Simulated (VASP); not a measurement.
# Mg2C (Fd-3m) in VASP: single point with PBE

Aim: the single point of Mg2C with PBE.

All numbers are computed with VASP 6.6.1; they aren't measurements. Logs are shortened: lines on timing, memory, paths and dates and some standing lists are left out, and cuts for length are marked.

## (1) The cell of the first run

Symmetry: Fd-3m, No. 227, cubic system. The conventional cell has a = 7.128 Å, b = 7.128 Å, c = 7.128 Å, α = 90.00°, β = 90.00°, γ = 90.00°. Within 3.3 Å of Mg (site symmetry -3m) lie 6 Mg at 2.52 Å and 6 C at 2.96 Å. C (site symmetry -43m) has 12 Mg at 2.96 Å and 4 C at 3.09 Å within 3.9 Å.

## (2) Single point, PBE, collinear spin

The input, INCAR:

```
  PREC = Accurate
  ENCUT = 520
  EDIFF = 1E-6
  ISMEAR = 0
  SIGMA = 0.1
  LREAL = False
  LASPH = True
  NELM = 150
  ALGO = Normal
  ISIF = 2
  LWAVE = False
  LCHARG = False
  ISPIN = 2
  MAGMOM = 0 0 0 0 1 1
  LORBIT = 11
  GGA = PE
  NBANDS = 21
```

The input, KPOINTS:

```
Automatic mesh
0
Gamma
  4 4 4
```

The input, POSCAR:

```
Mg2C
1.0
    0.0000000000      3.5639017014      3.5639017014
    3.5639017014      0.0000000000      3.5639017014
    3.5639017014      3.5639017014      0.0000000000
Mg C
4 2
Direct
    0.6250000000      0.6250000000      0.6250000000
    0.1250000000      0.6250000000      0.6250000000
    0.6250000000      0.6250000000      0.1250000000
    0.6250000000      0.1250000000      0.6250000000
    0.0000000000      0.0000000000      0.0000000000
    0.2500000000      0.2500000000      0.2500000000
```

Potentials or basis: VASP PAW PBE potentials, release 64 (Mg, C).

The run is started by

```bash
$ cat potpaw_PBE.64/Mg/POTCAR potpaw_PBE.64/C/POTCAR > POTCAR
$ mpirun -np 1 vasp_std > vasp.out
```

OUTCAR:

```text
PREC = Accurate
   ENCUT = 520
   EDIFF = 1E-6
   ISMEAR = 0
   LREAL = False
   LASPH = True
   NELM = 150
   ISIF = 2
   ISPIN = 2
   LORBIT = 11
   GGA = PE

 ion  position               nearest neighbor table
   1  0.625  0.625  0.625-   2 2.52   3 2.52   4 2.52   3 2.52   4 2.52   2 2.52
   2  0.125  0.625  0.625-   1 2.52   3 2.52   4 2.52   1 2.52   3 2.52   4 2.52
   3  0.625  0.625  0.125-   1 2.52   1 2.52   2 2.52   4 2.52   4 2.52   2 2.52
   4  0.625  0.125  0.625-   1 2.52   3 2.52   1 2.52   2 2.52   3 2.52   2 2.52
   5  0.000  0.000  0.000-
   6  0.250  0.250  0.250-

  LATTYP: Found a face centered cubic cell.
 ALAT       =     7.1278034028

  Lattice vectors:

 A1 = (   0.0000000000,   3.5639017014,   3.5639017014)
 A2 = (   3.5639017014,   0.0000000000,   3.5639017014)
 A3 = (   3.5639017014,   3.5639017014,   0.0000000000)

Analysis of symmetry for initial positions (statically):
=====================================================================
 Subroutine PRICEL returns:
 Original cell was already a primitive cell.

 Routine SETGRP: Setting up the symmetry group for a
 face centered cubic supercell.

 Subroutine GETGRP returns: Found 48 space group operations
 (whereof 24 operations were pure point group operations)
 out of a pool of 48 trial point group operations.

The static configuration has the point symmetry T_d .
 The point group associated with its full space group is O_h .

Analysis of symmetry for dynamics (positions and initial velocities):
=====================================================================
 Subroutine PRICEL returns:
 Original cell was already a primitive cell.

 Routine SETGRP: Setting up the symmetry group for a
 face centered cubic supercell.

 Subroutine GETGRP returns: Found 48 space group operations
 (whereof 24 operations were pure point group operations)
 out of a pool of 48 trial point group operations.

The dynamic configuration has the point symmetry T_d .
 The point group associated with its full space group is O_h .

Analysis of structural, dynamic, and magnetic symmetry:
=====================================================================
 Subroutine PRICEL returns:
 Original cell was already a primitive cell.

 Routine SETGRP: Setting up the symmetry group for a
 face centered cubic supercell.

 Subroutine GETGRP returns: Found 48 space group operations
 (whereof 24 operations were pure point group operations)
 out of a pool of 48 trial point group operations.

The overall configuration has the point symmetry T_d .
 The point group associated with its full space group is O_h .

 Subroutine INISYM returns: Found 48 space group operations
 (whereof 24 operations are pure point group operations),
 and found     1 'primitive' translations

----------------------------------------------------------------------------------------

                                     Primitive cell

  volume of cell :      90.5330

  direct lattice vectors                    reciprocal lattice vectors
     0.000000000  3.563901701  3.563901701    -0.140295676  0.140295676  0.140295676
     3.563901701  0.000000000  3.563901701     0.140295676 -0.140295676  0.140295676
     3.563901701  3.563901701  0.000000000     0.140295676  0.140295676 -0.140295676

  length of vectors
     5.040118121  5.040118121  5.040118121     0.242999240  0.242999240  0.242999240

  position of ions in fractional coordinates (direct lattice)
     0.625000000  0.625000000  0.625000000
     0.125000000  0.625000000  0.625000000
     0.625000000  0.625000000  0.125000000
     0.625000000  0.125000000  0.625000000
     0.000000000  0.000000000  0.000000000
     0.250000000  0.250000000  0.250000000

  ion indices of the primitive-cell ions
   primitive index   ion index
                 1           1
                 2           2
                 3           3
                 4           4
                 5           5
                 6           6

----------------------------------------------------------------------------------------
[... 33 lines left out ...]
  0.500000  0.500000  0.000000      3.000000
 -0.250000  0.500000  0.250000      6.000000
   k-points           NKPTS =      8   k-points in BZ     NKDIM =      8   number of bands    NBANDS=     21
   number of dos      NEDOS =    301   number of ions     NIONS =      6
   total plane-waves  NPLWV =  64000
   dimension x,y,z NGX =    40 NGY =   40 NGZ =   40
   dimension x,y,z NGXF=    80 NGYF=   80 NGZF=   80
   ions per type =               4   2
   NGX,Y,Z   is equivalent  to a cutoff of  13.19, 13.19, 13.19 a.u.
   NGXF,Y,Z  is equivalent  to a cutoff of  26.39, 26.39, 26.39 a.u.
 SYSTEM =  unknown system
   PREC   = accura    normal or accurate (medium, high low for compatibility)
   ISTART =      0    job   : 0-new  1-cont  2-samecut
   ICHARG =      2    charge: 1-file 2-atom 10-const
   ISPIN  =      2    spin polarized calculation?
   LNONCOLLINEAR =      F non collinear calculations
   LSORBIT =      F    spin-orbit coupling
   LASPH  =      T    aspherical Exc in radial PAW
   ENCUT  =  520.0 eV  38.22 Ry    6.18 a.u.   9.37  9.37  9.37*2*pi/ulx,y,z
   NELM   =    150;   NELMIN=  2; NELMDL= -5     # of ELM steps
   EDIFF  = 0.1E-05   stopping-criterion for ELM
   LREAL  =      F    real-space projection
   EDIFFG = 0.1E-04   stopping-criterion for IOM
   NSW    =      0    number of steps for IOM
   IBRION =     -1    ionic relax: 0-MD 1-quasi-New 2-CG
   NFREE  =      0    steps in history (QN), initial steepest desc. (CG)
   ISIF   =      2    stress and relaxation
   ISYM   =      2    0-nonsym 1-usesym 2-fastsym
   POTIM  = 0.5000    time-step for ionic-motion
   TEBEG  =    0.0;   TEEND  =   0.0 temperature during run
   PSTRESS=    0.0 pullay stress
   NELECT =      16.0000    total number of electrons
   NUPDOWN=      -1.0000    fix difference up-down
   EMIN   =  10.00;   EMAX   =-10.00  energy-range for DOS
   EFERMI =   0.00;   METHOD = LEGACY
   ISMEAR =     0;   SIGMA  =   0.10  broadening in eV -4-tet -1-fermi 0-gaus
   EFERMI_NEDOS =   21; number of points for ismear=-14 and -15
   IALGO  =     38    algorithm
   IMIX   =      4    mixing-type and parameters
     AMIX     =   0.40;   BMIX     =  1.00
     AMIX_MAG =   1.60;   BMIX_MAG =  1.00
  volume/ion in A,a.u.               =      15.09       101.82
  Fermi-wavevector in a.u.,A,eV,Ry     =   0.918711  1.736113 11.483734  0.844031
  Thomas-Fermi vector in A             =   2.043824
   LORBIT       =     11    0 simple, 1 ext, 2 COOP (PROOUT), +10 PAW based schemes
   GGA     = PE    functional components
   LHFCALC =     F    Hartree Fock is set to
   AEXX    =    0.0000 exact exchange contribution
   IVDW    =     0    specifies the selected vdW correction
   LEPSILON=     F    determine dielectric tensor
   LRPA    =     F    only Hartree local field effects (RPA)
 spin polarized calculation
 Gauss-broadening in eV      SIGMA  =   0.10
  energy-cutoff  :      520.00
  volume of cell :       90.53
 maximum number of plane-waves:      2468
 NGX is ok and might be reduce to    40
   NGX = 19   NGY = 19   NGZ = 19

 number of electron      16.0000000 magnetization       0.4372184

 Free energy of the ion-electron system (eV)
  ---------------------------------------------------
  ext. energy  EPLUGINS =         0.00000000
  ---------------------------------------------------
  free energy    TOTEN  =       -12.47030074 eV

  energy without entropy =      -12.45303578  energy(sigma->0) =      -12.46166826

 E-fermi :   3.7471     XC(G=0):  -9.6607

 val. band max:        3.7438800716   @ k =   0.2500   0.2500   0.0000
 cond. band min:       3.8204108773   @ k =   0.5000   0.2500   0.0000
 fundamental gap:      0.0765308057
 Fermi energy:         3.7470534093

 spin component 1

 k-point     1 :       0.0000    0.0000    0.0000
  band No.  band energies     occupation
      1      -7.0980      1.00000
      2      -4.0409      1.00000
      3      -0.3938      1.00000
      4       1.9683      1.00000
      5       1.9683      1.00000
      6       1.9683      1.00000
[... 160 lines left out ...]
      6       1.7687      1.00000
[... 12 lines left out ...]
     19      12.6164      0.00000
     20      12.6164      0.00000
 Fermi energy:         3.7470534093

 spin component 2

 k-point     1 :       0.0000    0.0000    0.0000
  band No.  band energies     occupation
      1      -6.9192      1.00000
      2      -3.7661      1.00000
      3      -0.3292      1.00000
      4       2.1549      1.00000
      5       2.1549      1.00000
      6       2.1549      1.00000
[... 160 lines left out ...]
      6       1.9262      1.00000
[... 12 lines left out ...]
     19      12.6403      0.00000
     20      12.6403      0.00000
 [bands above 20 left out]

------------------------ aborting loop because EDIFF is reached ----------------------------------------

  FORCE on cell =-STRESS in cart. coord.  units (eV):
  Direction    XX          YY          ZZ          XY          YZ          ZX
  --------------------------------------------------------------------------------------
  -------------------------------------------------------------------------------------
  Total        5.5515315      5.5515315      5.5515315      0.0000000      0.0000000      0.0000000
  in kB       98.2463084     98.2463084     98.2463084      0.0000000      0.0000000      0.0000000
  external PRESSURE =      98.2463084 kB  Pullay stress =       0.0000000 kB

 VOLUME and BASIS-vectors are now :
 -----------------------------------------------------------------------------
  energy-cutoff  :      520.00
  volume of cell :       90.53
      direct lattice vectors                 reciprocal lattice vectors
     0.000000000  3.563901701  3.563901701    -0.140295676  0.140295676  0.140295676
     3.563901701  0.000000000  3.563901701     0.140295676 -0.140295676  0.140295676
     3.563901701  3.563901701  0.000000000     0.140295676  0.140295676 -0.140295676

 POSITION                                       TOTAL-FORCE (eV/Angst)
 -----------------------------------------------------------------------------------
      4.45488      4.45488      4.45488         0.000000     -0.000000      0.000000
      4.45488      2.67293      2.67293         0.000000     -0.000000      0.000000
      2.67293      2.67293      4.45488         0.000000     -0.000000      0.000000
      2.67293      4.45488      2.67293         0.000000     -0.000000      0.000000
      0.00000      0.00000      0.00000        -0.000000     -0.000000     -0.000000
      1.78195      1.78195      1.78195         0.000000      0.000000      0.000000
 -----------------------------------------------------------------------------------
    total drift:                               -0.000000     -0.000000      0.000000

  FREE ENERGIE OF THE ION-ELECTRON SYSTEM (eV)
  ---------------------------------------------------
  free  energy   TOTEN  =       -12.4703007439 eV

  energy  without entropy=      -12.4530357827  energy(sigma->0) =      -12.46166826

 total charge

# of ion       s       p       d       tot
------------------------------------------
    1        0.250   0.192   0.027   0.468
    2        0.250   0.192   0.027   0.468
    3        0.250   0.192   0.027   0.468
    4        0.250   0.192   0.027   0.468
    5        0.981   1.061   0.000   2.042
    6        0.981   1.061   0.000   2.042
--------------------------------------------------
tot          2.961   2.889   0.107   5.958

 magnetization (x)

# of ion       s       p       d       tot
------------------------------------------
    1       -0.001  -0.000   0.001  -0.000
    2       -0.001  -0.000   0.001  -0.000
    3       -0.001  -0.000   0.001  -0.000
    4       -0.001  -0.000   0.001  -0.000
    5        0.006   0.099   0.000   0.105
    6        0.006   0.099   0.000   0.105
--------------------------------------------------
tot          0.008   0.196   0.004   0.209
```

It took 74 s on 1 thread of Oxide Virtual Turin-like, shared host; peak memory 0.24 GiB.

What came out:

```yaml
Free_energy: -12.4703 eV
Pressure: 9.8 GPa
Net_moment: 0.44 μB per cell
Site_moments: Mg -0.00; C +0.10 μB
Valence_electrons_inside_the_program's_atomic_spheres: Mg 0.47; C 2.04
```

Caveat: the k points lie up to 0.38 Å⁻¹ apart; a moment this small can come from the mesh or the smearing.
